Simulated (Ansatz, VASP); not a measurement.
**One calculation of TiC, two programs**

Contents of INCAR:

```
PREC = Accurate
ENCUT = 520
EDIFF = 1E-6
ISMEAR = 0
SIGMA = 0.15
LREAL = False
LASPH = True
NELM = 80
ALGO = Normal
ISIF = 2
LWAVE = False
LCHARG = True
GGA = PE
LELF = True
LVHAR = True
NBANDS = 15
```

Contents of KPOINTS:

```
Automatic mesh
0
Gamma
  18 18 18
```

File POSCAR:

```
TiC
1.0
    0.0000000000      2.0990800000      2.2289200000
    2.0990800000      0.0000000000      2.2289200000
    2.0990800000      2.0990800000      0.0000000000
Ti C
1 1
Direct
    0.0000000000      0.0000000000      0.0000000000
    0.5000000000      0.5000000000      0.5000000000
```

Input for Ansatz:

```yaml
crystal:
  lattice:
    - [0.0, 2.09908, 2.22892]
    - [2.09908, 0.0, 2.22892]
    - [2.09908, 2.09908, 0.0]
  atoms:
    - { symbol: Ti, position: [0.0, 0.0, 0.0] }
    - { symbol: C, position: [0.5, 0.5, 0.5] }
basis:
  ecutwfc: 420
kpoints:
  mp_grid: { grid: [18, 18, 18] }
hamiltonian:
  xc: pbe
scf:
  occupations: { method: gaussian, width: 0.15 }
output:
  forces: true
  stress: true
  eigenvalues: true
```

Change from the starting cell: strain -0.030 along x and y, +0.030 along z, atoms carried along.

Alike in both runs: task single point; functional PBE; k mesh 18 × 18 × 18; occupations gaussian, width 0.15 eV; no spin polarisation.

|  | VASP | Ansatz |
| --- | --- | --- |
| version | VASP 6.6.1 | Ansatz 0.2.0 |
| potentials or method | VASP PAW PBE potentials, release 64 (Ti_sv, C), cutoff 520 eV | scalar-relativistic, plane waves, PAW |
| valence electrons in the cell | 16 | 16 |

Ansatz gave:

- gap on the k mesh at the Fermi level (eV): none
- pressure (GPa): 11.2
- traceless stress, the component that is largest in VASP (GPa): -16.82

Q: Which values does VASP return?

A: gap on the k mesh at the Fermi level (eV): none; pressure (GPa): 11.4; traceless stress, the component that is largest in VASP (GPa): -16.93.

A gap of «none» marks a metal or a gap that the smearing closes. With one functional, cell and mesh, what is left measures potentials, basis and numerics.
